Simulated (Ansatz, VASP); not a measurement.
## Two plane-wave programs on Ti3Al3Cu2

```xyz
8
Lattice="2.8615 0.0000 0.0000 0.0000 2.8615 0.0000 0.0000 0.0000 14.6958" Properties=species:S:1:pos:R:3 pbc="T T T"
Ti    0.0000    0.0000    7.3479
Ti    1.4307    1.4307   12.7080
Ti    1.4307    1.4307    1.9878
Al    0.0000    0.0000    3.9722
Al    0.0000    0.0000   10.7236
Al    0.0000    0.0000    0.0000
Cu    1.4307    1.4307    9.1504
Cu    1.4307    1.4307    5.5454
```

Alike in both runs: functional PBE; k mesh 12 × 12 × 2; occupations gaussian, width 0.1 eV; collinear spin.

Ansatz relaxed the structure, and its values are those at the end. VASP's run is a single point on that final structure, the one shown.

```csv
,VASP,Ansatz
version,VASP 6.6.1,Ansatz 0.2.0
potentials or method,"VASP PAW PBE potentials, release 64 (Ti_sv, Al, Cu), cutoff 520 eV","scalar-relativistic, plane waves, PAW"
valence electrons in the cell,67,83
```

Ansatz gave:

* gap on the k mesh at the Fermi level (eV): none
* pressure (GPa): 0.0
* rms of the force components (eV/Å): 0.001
* net moment per atom (μB): 0.09
* size of the moment on the site where the two differ most (μB): 0.56

Task: Which values does VASP return?

Result: gap on the k mesh at the Fermi level (eV): none; pressure (GPa): 0.1; rms of the force components (eV/Å): 0.005; net moment per atom (μB): 0.09; size of the moment on the site where the two differ most (μB): 0.58.

Site moments also hang on the region over which each program counts them. A gap of «none» marks a metal or a gap that the smearing closes. With one functional, cell and mesh, what is left measures potentials, basis and numerics. VASP's potentials hold 67 valence electrons a cell and Ansatz's 83, so a difference there can come from the potentials and not from the codes.
